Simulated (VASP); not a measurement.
# Nb (Im-3m) in VASP: notebook

Nb is run at these levels: PBEsol; tasks: single point, relaxation of cell and atoms.

Program: VASP 6.6.1. These are calculated values, not measurements. Logs are shortened: lines on timing, memory, paths and dates and some standing lists are left out, and cuts for length are marked.

**1. The cell of the first run**

It takes space group Im-3m (No. 229, cubic). Conventional cell: a = 3.272 Å, b = 3.272 Å, c = 3.272 Å, α = 90.00°, β = 90.00°, γ = 90.00°. Within 3.7 Å of Nb (site symmetry m-3m) lie 14 Nb at 2.83 to 3.27 Å.

**2. Single point, PBEsol**

INCAR reads:

```
SYSTEM = Nb
PREC     = Accurate       ! precision mode
ENCUT    = 520            ! plane-wave cutoff, eV
EDIFF    = 1E-6           ! SCF threshold, eV
ISMEAR   = 0              ! smearing method
SIGMA    = 0.1            ! smearing width, eV
LREAL    = .False.        ! projectors in reciprocal space
LASPH    = .True.         ! aspherical terms in the spheres
NELM     = 80             ! most SCF steps
ALGO     = Normal         ! electronic algorithm
ISIF     = 2              ! what is computed and relaxed
LWAVE    = .False.        ! write WAVECAR
LCHARG   = .False.        ! write CHGCAR
GGA      = PS             ! functional
NBANDS   = 12             ! bands
```

KPOINTS reads:

```
regular mesh
0
Gamma
  18 18 18
  0 0 0
```

POSCAR reads:

```
Nb
1.0
   -1.6362268045      1.6362268045      1.6362268045
    1.6362268045     -1.6362268045      1.6362268045
    1.6362268045      1.6362268045     -1.6362268045
Nb
1
Direct
    0.0000000000      0.0000000000      0.0000000000
```

Potentials or basis: VASP PAW PBE potentials, release 64 (Nb_sv).

Started as:

```sh
$ cat potpaw_PBE.64/Nb_sv/POTCAR > POTCAR
$ mpirun -np 1 vasp_std > vasp.out
```

OUTCAR:

```text
SYSTEM = Nb
   PREC = Accurate
   ENCUT = 520
   EDIFF = 1E-6
   ISMEAR = 0
   LREAL = .False.
   LASPH = .True.
   NELM = 80
   ISIF = 2
   GGA = PS

 ion  position               nearest neighbor table
   1  0.000  0.000  0.000-

  LATTYP: Found a body centered cubic cell.
 ALAT       =     3.2724536090

  Lattice vectors:

 A1 = (  -1.6362268045,   1.6362268045,   1.6362268045)
 A2 = (   1.6362268045,  -1.6362268045,   1.6362268045)
 A3 = (   1.6362268045,   1.6362268045,  -1.6362268045)

Analysis of symmetry for initial positions (statically):
=====================================================================
 Subroutine PRICEL returns:
 Original cell was already a primitive cell.

 Routine SETGRP: Setting up the symmetry group for a
 body centered cubic supercell.

 Subroutine GETGRP returns: Found 48 space group operations
 (whereof 48 operations were pure point group operations)
 out of a pool of 48 trial point group operations.

The static configuration has the point symmetry O_h .

Analysis of symmetry for dynamics (positions and initial velocities):
=====================================================================
 Subroutine PRICEL returns:
 Original cell was already a primitive cell.

 Routine SETGRP: Setting up the symmetry group for a
 body centered cubic supercell.

 Subroutine GETGRP returns: Found 48 space group operations
 (whereof 48 operations were pure point group operations)
 out of a pool of 48 trial point group operations.

The dynamic configuration has the point symmetry O_h .

 Subroutine INISYM returns: Found 48 space group operations
 (whereof 48 operations are pure point group operations),
 and found     1 'primitive' translations

----------------------------------------------------------------------------------------

                                     Primitive cell

  volume of cell :      17.5223

  direct lattice vectors                    reciprocal lattice vectors
    -1.636226804  1.636226804  1.636226804     0.000000000  0.305581108  0.305581108
     1.636226804 -1.636226804  1.636226804     0.305581108  0.000000000  0.305581108
     1.636226804  1.636226804 -1.636226804     0.305581108  0.305581108  0.000000000

  length of vectors
     2.834027958  2.834027958  2.834027958     0.432156947  0.432156947  0.432156947

  position of ions in fractional coordinates (direct lattice)
     0.000000000  0.000000000  0.000000000

  ion indices of the primitive-cell ions
   primitive index   ion index
                 1           1

----------------------------------------------------------------------------------------

 KPOINTS: regular mesh

Automatic generation of k-mesh.
 Grid dimensions read from file:
 generate k-points for:   18   18   18

 Generating k-lattice:

  Cartesian coordinates                     Fractional coordinates (reciprocal lattice)
     0.000000000  0.016976728  0.016976728     0.055555556  0.000000000  0.000000000
     0.016976728  0.000000000  0.016976728     0.000000000  0.055555556  0.000000000
     0.016976728  0.016976728  0.000000000     0.000000000  0.000000000  0.055555556

  Length of vectors
     0.024008719  0.024008719  0.024008719

  Shift w.r.t. Gamma in fractional coordinates (k-lattice)
     0.000000000  0.000000000  0.000000000

 Subroutine IBZKPT returns following result:
 ===========================================

 Found    195 irreducible k-points:

 Following reciprocal coordinates:
            Coordinates               Weight
  0.000000  0.000000  0.000000      1.000000
  0.055556  0.000000  0.000000     12.000000
  0.111111  0.000000  0.000000     12.000000
  0.166667  0.000000  0.000000     12.000000
  0.222222  0.000000  0.000000     12.000000
  0.277778  0.000000  0.000000     12.000000
[... 16 lines left out ...]
  0.333333  0.111111 -0.000000     48.000000
  0.388889  0.111111  0.000000     48.000000
 [... further k-points ...]
   k-points           NKPTS =    195   k-points in BZ     NKDIM =    195   number of bands    NBANDS=     12
   number of dos      NEDOS =    301   number of ions     NIONS =      1
   total plane-waves  NPLWV =  13824
   dimension x,y,z NGX =    24 NGY =   24 NGZ =   24
   dimension x,y,z NGXF=    48 NGYF=   48 NGZF=   48
   ions per type =               1
   NGX,Y,Z   is equivalent  to a cutoff of  14.08, 14.08, 14.08 a.u.
   NGXF,Y,Z  is equivalent  to a cutoff of  28.16, 28.16, 28.16 a.u.
 SYSTEM =  Nb
   PREC   = accura    normal or accurate (medium, high low for compatibility)
   ISTART =      0    job   : 0-new  1-cont  2-samecut
   ICHARG =      2    charge: 1-file 2-atom 10-const
   ISPIN  =      1    spin polarized calculation?
   LNONCOLLINEAR =      F non collinear calculations
   LSORBIT =      F    spin-orbit coupling
   LASPH  =      T    aspherical Exc in radial PAW
   ENCUT  =  520.0 eV  38.22 Ry    6.18 a.u.   5.27  5.27  5.27*2*pi/ulx,y,z
   NELM   =     80;   NELMIN=  2; NELMDL= -5     # of ELM steps
   EDIFF  = 0.1E-05   stopping-criterion for ELM
   LREAL  =      F    real-space projection
   EDIFFG = 0.1E-04   stopping-criterion for IOM
   NSW    =      0    number of steps for IOM
   IBRION =     -1    ionic relax: 0-MD 1-quasi-New 2-CG
   NFREE  =      0    steps in history (QN), initial steepest desc. (CG)
   ISIF   =      2    stress and relaxation
   ISYM   =      2    0-nonsym 1-usesym 2-fastsym
   POTIM  = 0.5000    time-step for ionic-motion
   TEBEG  =    0.0;   TEEND  =   0.0 temperature during run
   PSTRESS=    0.0 pullay stress
   NELECT =      13.0000    total number of electrons
   NUPDOWN=      -1.0000    fix difference up-down
   EMIN   =  10.00;   EMAX   =-10.00  energy-range for DOS
   EFERMI =   0.00;   METHOD = LEGACY
   ISMEAR =     0;   SIGMA  =   0.10  broadening in eV -4-tet -1-fermi 0-gaus
   EFERMI_NEDOS =   21; number of points for ismear=-14 and -15
   IALGO  =     38    algorithm
   IMIX   =      4    mixing-type and parameters
     AMIX     =   0.40;   BMIX     =  1.00
     AMIX_MAG =   1.60;   BMIX_MAG =  1.00
  volume/ion in A,a.u.               =      17.52       118.25
  Fermi-wavevector in a.u.,A,eV,Ry     =   1.482037  2.800644 29.884304  2.196434
  Thomas-Fermi vector in A             =   2.595873
   LORBIT       =      0    0 simple, 1 ext, 2 COOP (PROOUT), +10 PAW based schemes
   GGA     = PS    functional components
   LHFCALC =     F    Hartree Fock is set to
   AEXX    =    0.0000 exact exchange contribution
   IVDW    =     0    specifies the selected vdW correction
   LEPSILON=     F    determine dielectric tensor
   LRPA    =     F    only Hartree local field effects (RPA)
 non-spin polarized calculation
 Gauss-broadening in eV      SIGMA  =   0.10
  energy-cutoff  :      520.00
  volume of cell :       17.52
 maximum number of plane-waves:       490
 NGX is ok and might be reduce to    24
   NGX = 11   NGY = 11   NGZ = 11

 number of electron      13.0000001 magnetization

 Free energy of the ion-electron system (eV)
  ---------------------------------------------------
  ext. energy  EPLUGINS =         0.00000000
  ---------------------------------------------------
  free energy    TOTEN  =       -10.95556454 eV

  energy without entropy =      -10.94769556  energy(sigma->0) =      -10.95163005

 E-fermi :  11.4162     XC(G=0): -12.7732

 val. band max:       11.4138047913   @ k =   0.2778   0.1111   0.0556
 cond. band min:      11.4180649475   @ k =   0.3333   0.1667   0.1667
 fundamental gap:      0.0042601562
 Fermi energy:        11.4162196991

 k-point     1 :       0.0000    0.0000    0.0000
  band No.  band energies     occupation
      1     -42.8055      2.00000
      2     -18.0584      2.00000
      3     -18.0584      2.00000
      4     -18.0584      2.00000
      5       5.4099      2.00000
      6      11.7883      0.00000
      7      11.7883      0.00000
      8      11.7883      0.00000
      9      14.7914      0.00000
     10      14.7914      0.00000
     11      25.7194      0.00000
     12      25.7194      0.00000

 k-point     2 :       0.0556    0.0000    0.0000
  band No.  band energies     occupation
      1     -42.7974      2.00000
      2     -18.1073      2.00000
      3     -18.0731      2.00000
      4     -18.0589      2.00000
      5       5.5427      2.00000
      6      11.7053      0.00004
      7      11.7693      0.00000
      8      11.9154      0.00000
      9      14.6596      0.00000
     10      14.7910      0.00000
     11      25.8318      0.00000
     12      25.9486      0.00000

 k-point     3 :       0.1111    0.0000    0.0000
  band No.  band energies     occupation
      1     -42.7739      2.00000
      2     -18.2464      2.00000
      3     -18.1153      2.00000
      4     -18.0602      2.00000
      5       5.9224      2.00000
      6      11.4762      0.39669
      7      11.6885      0.00012
      8      12.2920      0.00000
      9      14.3798      0.00000
     10      14.7967      0.00000
     11      26.1116      0.00000
     12      26.6144      0.00000

 k-point     4 :       0.1667    0.0000    0.0000
  band No.  band energies     occupation
      1     -42.7377      2.00000
      2     -18.4551      2.00000
      3     -18.1791      2.00000
      4     -18.0622      2.00000
      5       6.4876      2.00000
      6      11.1501      1.99983
      7      11.5150      0.16245
      8      12.9035      0.00000
      9      14.1808      0.00000
     10      14.8257      0.00000
     11      26.3556      0.00000
     12      27.6612      0.00000

 k-point     5 :       0.2222    0.0000    0.0000
  band No.  band energies     occupation
      1     -42.6929      2.00000
      2     -18.7044      2.00000
      3     -18.2565      2.00000
      4     -18.0647      2.00000
      5       7.1137      2.00000
      6      10.7841      2.00000
      7      11.3350      1.74904
      8      13.7245      0.00000
      9      14.1886      0.00000
     10      14.8953      0.00000
     11      26.2175      0.00000
     12      27.9495      0.00000
[... 228 lines left out ...]
      1     -42.6300      2.00000
      2     -18.9948      2.00000
      3     -18.3552      2.00000
      4     -18.1265      2.00000
      5       7.9436      2.00000
      6      10.4371      2.00000
      7      10.9711      2.00000
      8      14.0243      0.00000
      9      15.2572      0.00000
     10      15.3890      0.00000
     11      25.9250      0.00000
     12      27.2563      0.00000

 k-point    22 :       0.2778    0.1111   -0.0000
  band No.  band energies     occupation
      1     -42.5871      2.00000
      2     -19.1949      2.00000
      3     -18.4464      2.00000
      4     -18.1319      2.00000
      5       8.1386      2.00000
      6      10.1566      2.00000
      7      11.3557      1.60764
      8      14.2915      0.00000
      9      15.4656      0.00000
     10      16.4556      0.00000
     11      24.9896      0.00000
     12      26.2951      0.00000

 k-point    23 :       0.3333    0.1111   -0.0000
  band No.  band energies     occupation
      1     -42.5519      2.00000
      2     -19.3544      2.00000
      3     -18.5211      2.00000
      4     -18.1357      2.00000
      5       8.0848      2.00000
      6       9.9517      2.00000
      7      12.0137      0.00000
      8      14.5667      0.00000
      9      15.6155      0.00000
     10      17.5607      0.00000
     11      24.2180      0.00000
     12      25.1216      0.00000

 k-point    24 :       0.3889    0.1111    0.0000
  band No.  band energies     occupation
      1     -42.5288      2.00000
      2     -19.4570      2.00000
      3     -18.5698      2.00000
      4     -18.1381      2.00000
      5       7.9806      2.00000
      6       9.8259      2.00000
      7      12.6235      0.00000
      8      14.6889      0.00000
      9      15.8236      0.00000
     10      18.4306      0.00000
     11      23.6468      0.00000
     12      24.2232      0.00000

 [... further k-points ...]
[... 5 lines left out ...]
  --------------------------------------------------------------------------------------
  -------------------------------------------------------------------------------------
  Total       -0.0332206     -0.0332206     -0.0332206     -0.0000000     -0.0000000      0.0000000
  in kB       -3.0375791     -3.0375791     -3.0375791     -0.0000000     -0.0000000      0.0000000
  external PRESSURE =      -3.0375791 kB  Pullay stress =       0.0000000 kB

 VOLUME and BASIS-vectors are now :
 -----------------------------------------------------------------------------
  energy-cutoff  :      520.00
  volume of cell :       17.52
      direct lattice vectors                 reciprocal lattice vectors
    -1.636226804  1.636226804  1.636226804     0.000000000  0.305581108  0.305581108
     1.636226804 -1.636226804  1.636226804     0.305581108  0.000000000  0.305581108
     1.636226804  1.636226804 -1.636226804     0.305581108  0.305581108  0.000000000

 POSITION                                       TOTAL-FORCE (eV/Angst)
 -----------------------------------------------------------------------------------
      0.00000      0.00000      0.00000         0.000000      0.000000     -0.000000
 -----------------------------------------------------------------------------------
    total drift:                                0.000000      0.000000      0.000000

  FREE ENERGIE OF THE ION-ELECTRON SYSTEM (eV)
  ---------------------------------------------------
  free  energy   TOTEN  =       -10.9555645436 eV

  energy  without entropy=      -10.9476955628  energy(sigma->0) =      -10.95163005
```

It took 50 s on 1 thread of Intel Xeon 8259CL, shared host; peak memory 0.16 GiB.

What came out:

* Free energy: -10.9556 eV
* Pressure: -0.3 GPa
* Band gap on the k mesh: zero (an odd number of electrons rules out a gap without spin polarisation)

Levels at points of the mesh, in eV from the Fermi level:
```tsv
k point	band 4	band 5	band 6	band 7	band 8	band 9
(0.00, 0.00, 0.00)	-29.47	-6.01	0.37	0.37	0.37	3.38
(0.50, 0.00, 0.00)	-29.49	-3.84	-1.73	2.44	3.43	4.13
(0.50, 0.50, 0.50)	-30.49	-3.88	-3.88	5.85	5.85	5.85
```

Caveat: the PAW data sets were made with another functional, which shifts forces and pressure a little.

**3. Relaxation of cell and atoms, PBEsol**

This run uses another cell than the first one, of 17.58 Å³/atom.

INCAR reads:

```
PREC = Accurate
ENCUT = 600
EDIFF = 1E-6
ISMEAR = 0
SIGMA = 0.1
LREAL = F
LASPH = T
NELM = 60
ALGO = Normal
ISIF = 3
LWAVE = F
LCHARG = F
GGA = PS
IBRION = 2
NSW = 80
EDIFFG = -0.01
```

KPOINTS reads:

```
regular mesh
0
Gamma
  18 18 18
```

POSCAR reads:

```
Nb
1.0
   -1.6380649151      1.6380649151      1.6380649151
    1.6380649151     -1.6380649151      1.6380649151
    1.6380649151      1.6380649151     -1.6380649151
Nb
1
Direct
    0.0000000000      0.0000000000      0.0000000000
```

Potentials or basis: VASP PAW PBE potentials, release 64 (Nb_sv).

Started as:

```sh
$ cat potpaw_PBE.64/Nb_sv/POTCAR > POTCAR
$ mpirun -np 1 vasp_std > vasp.out
```

Run time: 94 s. Hardware: 1 thread of Intel Xeon 8259CL, shared host; peak memory 0.18 GiB.

Results (log left out):

| Quantity | Value |
| --- | --- |
| Free energy | -10.9558 eV |
| Relaxed volume | 17.50 Å³/atom |
| Relaxed cell | a = 2.833 Å, b = 2.833 Å, c = 2.833 Å, α = 109.47°, β = 109.47°, γ = 109.47° |
| Space group after relaxing (to 0.1 Å) | Im-3m (No. 229) |
| Energy gained by relaxing | 0.2 meV/atom |
| Ionic steps | 3 |
| Pressure after relaxing | 0.0 GPa |
| Band gap on the k mesh | zero (an odd number of electrons rules out a gap without spin polarisation) |

The path:
```tsv
step	energy change (eV)	largest force (eV/Å)	pressure (GPa)	volume (Å³)
1	0.0000	0.0000	-0.87	17.58
2	0.0006	0.0000	1.65	17.34
3	-0.0002	0.0000	-0.01	17.50
```

Final structure:
```yaml
crystal:
  lattice:
    - [-1.63547, 1.63547, 1.63547]
    - [1.63547, -1.63547, 1.63547]
    - [1.63547, 1.63547, -1.63547]
  atoms:
    - { symbol: Nb, position: [0.00000, 0.00000, 0.00000] }
```

Levels at points of the mesh, in eV from the Fermi level:
```csv
k point,band 2,band 3,band 4,band 5,band 6,band 7,band 8,band 9,band 10
"(0.00, 0.00, 0.00)",-29.47,-29.47,-29.47,-6.01,0.37,0.37,0.37,3.38,3.38
"(0.50, 0.00, 0.00)",-30.97,-29.94,-29.49,-3.85,-1.74,2.44,3.43,4.14,6.67
"(0.50, 0.50, 0.50)",-30.49,-30.49,-30.49,-3.89,-3.89,5.86,5.86,5.86,9.31
```

Caveat: the PAW data sets were made with another functional, which shifts forces and pressure a little.
